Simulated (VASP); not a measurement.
A run of VASP 6.6.1 is set up as follows.

POSCAR

```
C
1.0
    0.0000000000      1.7712409992      1.7712409992
    1.7801417077     -0.0089007085      1.7801417077
    1.7801417077      1.7801417077     -0.0089007085
C
2
Direct
    0.5000000000      0.5000000000      0.5000000000
    0.7500000000      0.7500000000      0.7500000000
```

INCAR.step1

```
  PREC = Accurate
  ENCUT = 520
  ISMEAR = 0
  SIGMA = 0.05
  LREAL = False
  LASPH = True
  NELM = 100
  NBANDS = 11
  GGA = PE
  ALGO = Normal
  EDIFF = 1E-4
  LWAVE = True
  LCHARG = False
```

Contents of INCAR.step2:

```
  PREC = Accurate
  ENCUT = 520
  EDIFF = 1E-7
  ISMEAR = 0
  SIGMA = 0.05
  LREAL = False
  LASPH = True
  NELM = 100
  ALGO = Normal
  ISIF = 2
  LWAVE = False
  LCHARG = True
  METAGGA = R2SCAN
  LMIXTAU = True
  LELF = True
  LVHAR = True
  NBANDS = 11
  ISTART = 1
```

KPOINTS

```
regular mesh
0
Gamma
  12 12 12
```

Potentials or basis: VASP PAW PBE potentials, release 64 (C).

Command:

```sh
$ cat potpaw_PBE.64/C/POTCAR > POTCAR
$ cp INCAR.step1 INCAR
$ mpirun -np 1 vasp_std > vasp.out
$ cp INCAR.step2 INCAR
$ mpirun -np 1 vasp_std > vasp.out
```

What does it give for the band gap on the k mesh?

4.35 eV, indirect (least direct gap 5.69 eV).

Estimate the pressure.

1.2 GPa.

Stress tensor (GPa, compression positive):
```
1.13 0.00 0.00
0.00 1.19 5.93
0.00 5.93 1.19
```

Caveat: the cell differs from its parent crystal (strain -0.0100 x Voigt [0, 0, 0, 1, 0, 0]); the PAW data sets were made with another functional, which shifts forces and pressure a little. A k mesh can miss the band edges.
